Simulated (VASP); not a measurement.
# SnSe (Pnma) in VASP: single point with LDA

Aim: the single point of SnSe with LDA.

Everything below comes from runs of VASP 6.6.1. Logs are shortened: lines on timing, memory, paths and dates and some standing lists are left out, and cuts for length are marked.

## 1. The cell of the first run

The structure is orthorhombic, space group Pnma (No. 62). The conventional cell has a = 11.420 Å, b = 4.190 Å, c = 4.460 Å, α = 90.00°, β = 90.00°, γ = 90.00°. Within 3.6 Å of Sn (site symmetry m) lie 6 Se at 2.69 to 3.51 Å and 2 Sn at 3.60 Å. Se (site symmetry m) has 6 Sn at 2.69 to 3.51 Å within 3.6 Å.

## 2. Single point, LDA

INCAR

```
PREC     = Accurate       # precision mode
ENCUT    = 520            # plane-wave cutoff, eV
EDIFF    = 1E-6           # SCF threshold, eV
ISMEAR   = 0              # smearing method
SIGMA    = 0.01           # smearing width, eV
LREAL    = F              # projectors in reciprocal space
LASPH    = T              # aspherical terms in the spheres
NELM     = 100            # most SCF steps
ALGO     = Normal         # electronic algorithm
ISIF     = 2              # what is computed and relaxed
LWAVE    = F              # write WAVECAR
LCHARG   = F              # write CHGCAR
NBANDS   = 50             # bands
```

KPOINTS

```
regular mesh
0
Gamma
  3 8 7
```

POSCAR

```
SnSe
1.0
   11.4200000000      0.0000000000      0.0000000000
    0.0000000000      4.1900000000      0.0000000000
    0.0000000000      0.0000000000      4.4600000000
Sn Se
4 4
Direct
    0.1230000000      0.2500000000      0.0910000000
    0.3770000000      0.7500000000      0.5910000000
    0.6230000000      0.2500000000      0.4090000000
    0.8770000000      0.7500000000      0.9090000000
    0.3570000000      0.2500000000      0.0160000000
    0.1430000000      0.7500000000      0.5160000000
    0.8570000000      0.2500000000      0.4840000000
    0.6430000000      0.7500000000      0.9840000000
```

Potentials or basis: VASP PAW LDA potentials, release 64 (Sn_d, Se).

Launch:

```console
> cat potpaw_LDA.64/Sn_d/POTCAR potpaw_LDA.64/Se/POTCAR > POTCAR
> mpirun -np 1 vasp_std > vasp.out
```

OUTCAR:

```text
PREC = Accurate
   ENCUT = 520
   EDIFF = 1E-6
   ISMEAR = 0
   LREAL = F
   LASPH = T
   NELM = 100
   ISIF = 2

 ion  position               nearest neighbor table
   1  0.123  0.250  0.091-   5 2.69   6 2.83   6 2.83   4 3.60   4 3.60
   2  0.377  0.750  0.591-   6 2.69   5 2.83   5 2.83   3 3.60   3 3.60
   3  0.623  0.250  0.409-   7 2.69   8 2.83   8 2.83   2 3.60   2 3.60
   4  0.877  0.750  0.909-   8 2.69   7 2.83   7 2.83   1 3.60   1 3.60
   5  0.357  0.250  0.016-   1 2.69   2 2.83   2 2.83
   6  0.143  0.750  0.516-   2 2.69   1 2.83   1 2.83
   7  0.857  0.250  0.484-   3 2.69   4 2.83   4 2.83
   8  0.643  0.750  0.984-   4 2.69   3 2.83   3 2.83

  LATTYP: Found a simple orthorhombic cell.
 ALAT       =     4.1900000000
 B/A-ratio  =     1.0644391408
 C/A-ratio  =     2.7255369928

  Lattice vectors:

 A1 = (   0.0000000000,   4.1900000000,   0.0000000000)
 A2 = (   0.0000000000,   0.0000000000,   4.4600000000)
 A3 = (  11.4200000000,   0.0000000000,   0.0000000000)

Analysis of symmetry for initial positions (statically):
=====================================================================
 Subroutine PRICEL returns:
 Original cell was already a primitive cell.

 Routine SETGRP: Setting up the symmetry group for a
 simple orthorhombic supercell.

 Subroutine GETGRP returns: Found  8 space group operations
 (whereof  2 operations were pure point group operations)
 out of a pool of  8 trial point group operations.

The static configuration has the point symmetry S_2 .
 The point group associated with its full space group is D_2h.

Analysis of symmetry for dynamics (positions and initial velocities):
=====================================================================
 Subroutine PRICEL returns:
 Original cell was already a primitive cell.

 Routine SETGRP: Setting up the symmetry group for a
 simple orthorhombic supercell.

 Subroutine GETGRP returns: Found  8 space group operations
 (whereof  2 operations were pure point group operations)
 out of a pool of  8 trial point group operations.

The dynamic configuration has the point symmetry S_2 .
 The point group associated with its full space group is D_2h.

 Subroutine INISYM returns: Found  8 space group operations
 (whereof  2 operations are pure point group operations),
 and found     1 'primitive' translations

----------------------------------------------------------------------------------------

                                     Primitive cell

  volume of cell :     213.4101

  direct lattice vectors                    reciprocal lattice vectors
    11.420000000  0.000000000  0.000000000     0.087565674  0.000000000  0.000000000
     0.000000000  4.190000000  0.000000000     0.000000000  0.238663484  0.000000000
     0.000000000  0.000000000  4.460000000     0.000000000  0.000000000  0.224215247

  length of vectors
    11.420000000  4.190000000  4.460000000     0.087565674  0.238663484  0.224215247

  position of ions in fractional coordinates (direct lattice)
     0.123000000  0.250000000  0.091000000
     0.377000000  0.750000000  0.591000000
     0.623000000  0.250000000  0.409000000
     0.877000000  0.750000000  0.909000000
     0.357000000  0.250000000  0.016000000
     0.143000000  0.750000000  0.516000000
     0.857000000  0.250000000  0.484000000
     0.643000000  0.750000000  0.984000000

  ion indices of the primitive-cell ions
   primitive index   ion index
                 1           1
                 2           2
                 3           3
                 4           4
                 5           5
                 6           6
                 7           7
                 8           8

----------------------------------------------------------------------------------------

 KPOINTS: regular mesh

Automatic generation of k-mesh.
 Grid dimensions read from file:
 generate k-points for:    3    8    7

 Generating k-lattice:

  Cartesian coordinates                     Fractional coordinates (reciprocal lattice)
     0.029188558  0.000000000  0.000000000     0.333333333  0.000000000  0.000000000
     0.000000000  0.029832936  0.000000000     0.000000000  0.125000000  0.000000000
     0.000000000  0.000000000  0.032030750     0.000000000  0.000000000  0.142857143

  Length of vectors
     0.029188558  0.029832936  0.032030750

  Shift w.r.t. Gamma in fractional coordinates (k-lattice)
     0.000000000  0.000000000  0.000000000

 Subroutine IBZKPT returns following result:
 ===========================================

 Found     40 irreducible k-points:

 Following reciprocal coordinates:
            Coordinates               Weight
  0.000000  0.000000  0.000000      1.000000
  0.333333  0.000000  0.000000      2.000000
  0.000000  0.125000  0.000000      2.000000
  0.333333  0.125000  0.000000      4.000000
  0.000000  0.250000  0.000000      2.000000
  0.333333  0.250000  0.000000      4.000000
[... 16 lines left out ...]
  0.000000  0.125000  0.285714      4.000000
  0.333333  0.125000  0.285714      8.000000
 [... further k-points ...]
   k-points           NKPTS =     40   k-points in BZ     NKDIM =     40   number of bands    NBANDS=     50
   number of dos      NEDOS =    301   number of ions     NIONS =      8
   total plane-waves  NPLWV = 103680
   dimension x,y,z NGX =    90 NGY =   32 NGZ =   36
   dimension x,y,z NGXF=   180 NGYF=   64 NGZF=   72
   ions per type =               4   4
   NGX,Y,Z   is equivalent  to a cutoff of  13.10, 12.70, 13.42 a.u.
   NGXF,Y,Z  is equivalent  to a cutoff of  26.20, 25.39, 26.84 a.u.
 SYSTEM =  unknown system
   PREC   = accura    normal or accurate (medium, high low for compatibility)
   ISTART =      0    job   : 0-new  1-cont  2-samecut
   ICHARG =      2    charge: 1-file 2-atom 10-const
   ISPIN  =      1    spin polarized calculation?
   LNONCOLLINEAR =      F non collinear calculations
   LSORBIT =      F    spin-orbit coupling
   LASPH  =      T    aspherical Exc in radial PAW
   ENCUT  =  520.0 eV  38.22 Ry    6.18 a.u.  21.23  7.79  8.29*2*pi/ulx,y,z
   NELM   =    100;   NELMIN=  2; NELMDL= -5     # of ELM steps
   EDIFF  = 0.1E-05   stopping-criterion for ELM
   LREAL  =      F    real-space projection
   EDIFFG = 0.1E-04   stopping-criterion for IOM
   NSW    =      0    number of steps for IOM
   IBRION =     -1    ionic relax: 0-MD 1-quasi-New 2-CG
   NFREE  =      0    steps in history (QN), initial steepest desc. (CG)
   ISIF   =      2    stress and relaxation
   ISYM   =      2    0-nonsym 1-usesym 2-fastsym
   POTIM  = 0.5000    time-step for ionic-motion
   TEBEG  =    0.0;   TEEND  =   0.0 temperature during run
   PSTRESS=    0.0 pullay stress
   NELECT =      80.0000    total number of electrons
   NUPDOWN=      -1.0000    fix difference up-down
   EMIN   =  10.00;   EMAX   =-10.00  energy-range for DOS
   EFERMI =   0.00;   METHOD = LEGACY
   ISMEAR =     0;   SIGMA  =   0.01  broadening in eV -4-tet -1-fermi 0-gaus
   EFERMI_NEDOS =   21; number of points for ismear=-14 and -15
   IALGO  =     38    algorithm
   IMIX   =      4    mixing-type and parameters
     AMIX     =   0.40;   BMIX     =  1.00
     AMIX_MAG =   1.60;   BMIX_MAG =  1.00
  volume/ion in A,a.u.               =      26.68       180.02
  Fermi-wavevector in a.u.,A,eV,Ry     =   1.180411  2.230653 18.957944  1.393370
  Thomas-Fermi vector in A             =   2.316704
   LORBIT       =      0    0 simple, 1 ext, 2 COOP (PROOUT), +10 PAW based schemes
   GGA     = CA    functional components
   LHFCALC =     F    Hartree Fock is set to
   AEXX    =    0.0000 exact exchange contribution
   IVDW    =     0    specifies the selected vdW correction
   LEPSILON=     F    determine dielectric tensor
   LRPA    =     F    only Hartree local field effects (RPA)
 non-spin polarized calculation
 Gauss-broadening in eV      SIGMA  =   0.01
  energy-cutoff  :      520.00
  volume of cell :      213.41
 maximum number of plane-waves:      5769
 NGX is ok and might be reduce to    90
   NGX = 43   NGY = 15   NGZ = 17

 number of electron      79.9999999 magnetization

 Free energy of the ion-electron system (eV)
  ---------------------------------------------------
  ext. energy  EPLUGINS =         0.00000000
  ---------------------------------------------------
  free energy    TOTEN  =       -37.89972421 eV

  energy without entropy =      -37.89972421  energy(sigma->0) =      -37.89972421

 E-fermi :   5.3155     XC(G=0):  -9.9842

 val. band max:        5.2234999806   @ k =   0.0000   0.0000   0.4286
 cond. band min:       5.9374817713   @ k =   0.0000   0.3750   0.0000
 fundamental gap:      0.7139817907
 Fermi energy:         5.3155485466

 k-point     1 :       0.0000    0.0000    0.0000
  band No.  band energies     occupation
      1     -15.9322      2.00000
      2     -15.9188      2.00000
      3     -15.9177      2.00000
      4     -15.9165      2.00000
      5     -15.9126      2.00000
      6     -15.9124      2.00000
[... 42 lines left out ...]
     49       9.8578      0.00000
     50       9.8922      0.00000

 k-point     2 :       0.3333    0.0000    0.0000
  band No.  band energies     occupation
      1     -15.9296      2.00000
      2     -15.9231      2.00000
      3     -15.9170      2.00000
      4     -15.9161      2.00000
      5     -15.9151      2.00000
      6     -15.9139      2.00000
[... 42 lines left out ...]
     49      10.1316      0.00000
     50      10.1932      0.00000

 k-point     3 :       0.0000    0.1250    0.0000
  band No.  band energies     occupation
      1     -15.9288      2.00000
      2     -15.9189      2.00000
      3     -15.9180      2.00000
      4     -15.9147      2.00000
      5     -15.9146      2.00000
      6     -15.9137      2.00000
[... 42 lines left out ...]
     49       9.7597      0.00000
     50      10.0533      0.00000

 k-point     4 :       0.3333    0.1250    0.0000
  band No.  band energies     occupation
      1     -15.9266      2.00000
      2     -15.9214      2.00000
      3     -15.9183      2.00000
      4     -15.9166      2.00000
      5     -15.9142      2.00000
      6     -15.9123      2.00000
[... 999 lines left out ...]
 k-point    23 :       0.0000    0.1250    0.2857
  band No.  band energies     occupation
      1     -15.9264      2.00000
      2     -15.9224      2.00000
      3     -15.9190      2.00000
      4     -15.9170      2.00000
      5     -15.9143      2.00000
      6     -15.9139      2.00000
[... 42 lines left out ...]
     49       9.7491      0.00000
     50       9.7540      0.00000

 k-point    24 :       0.3333    0.1250    0.2857
  band No.  band energies     occupation
      1     -15.9249      2.00000
      2     -15.9220      2.00000
      3     -15.9209      2.00000
      4     -15.9187      2.00000
      5     -15.9144      2.00000
      6     -15.9129      2.00000
[... 42 lines left out ...]
     49       9.5368      0.00000
     50       9.6196      0.00000

 [... further k-points ...]

------------------------ aborting loop because EDIFF is reached ----------------------------------------

  FORCE on cell =-STRESS in cart. coord.  units (eV):
  Direction    XX          YY          ZZ          XY          YZ          ZX
  --------------------------------------------------------------------------------------
  -------------------------------------------------------------------------------------
  Total       -0.2984623     -3.5775456     -3.8421300      0.0000000      0.0000000      0.0000000
  in kB       -2.2407071    -26.8584393    -28.8448079      0.0000000      0.0000000      0.0000000
  external PRESSURE =     -19.3146515 kB  Pullay stress =       0.0000000 kB

 VOLUME and BASIS-vectors are now :
 -----------------------------------------------------------------------------
  energy-cutoff  :      520.00
  volume of cell :      213.41
      direct lattice vectors                 reciprocal lattice vectors
    11.420000000  0.000000000  0.000000000     0.087565674  0.000000000  0.000000000
     0.000000000  4.190000000  0.000000000     0.000000000  0.238663484  0.000000000
     0.000000000  0.000000000  4.460000000     0.000000000  0.000000000  0.224215247

 POSITION                                       TOTAL-FORCE (eV/Angst)
 -----------------------------------------------------------------------------------
      1.40466      1.04750      0.40586        -0.164069     -0.000000      0.104241
      4.30534      3.14250      2.63586         0.164069      0.000000      0.104241
      7.11466      1.04750      1.82414        -0.164069      0.000000     -0.104241
     10.01534      3.14250      4.05414         0.164069      0.000000     -0.104241
      4.07694      1.04750      0.07136         0.143082     -0.000000     -0.094328
      1.63306      3.14250      2.30136        -0.143082     -0.000000     -0.094328
      9.78694      1.04750      2.15864         0.143082     -0.000000      0.094328
      7.34306      3.14250      4.38864        -0.143082      0.000000      0.094328
 -----------------------------------------------------------------------------------
    total drift:                                0.000000     -0.000000      0.000000

  FREE ENERGIE OF THE ION-ELECTRON SYSTEM (eV)
  ---------------------------------------------------
  free  energy   TOTEN  =       -37.8997242060 eV

  energy  without entropy=      -37.8997242060  energy(sigma->0) =      -37.89972421
```

Wall time 9.8 min (1 thread of Intel Xeon 8259CL, shared host); peak memory 0.46 GiB.

Results:

```yaml
Free_energy: -37.8997 eV
Pressure: -1.9 GPa
Largest_force: 0.194 eV/Å
Band_gap_on_the_k_mesh: 0.71 eV (least direct gap 0.98 eV)
```

Forces in eV/Å, atoms in the order of the input:
```
Sn  -0.164  0.000  0.104
Sn   0.164  0.000  0.104
Sn  -0.164  0.000 -0.104
Sn   0.164  0.000 -0.104
Se   0.143  0.000 -0.094
Se  -0.143  0.000 -0.094
Se   0.143  0.000  0.094
Se  -0.143  0.000  0.094
```

Stress tensor (GPa, compression positive):
```
-0.22  0.00  0.00
 0.00 -2.69  0.00
 0.00  0.00 -2.88
```

Caveat: spin-orbit coupling is left out, which moves the levels of the heavy elements; an odd mesh through Γ misses points on the zone boundary, where band edges can lie.
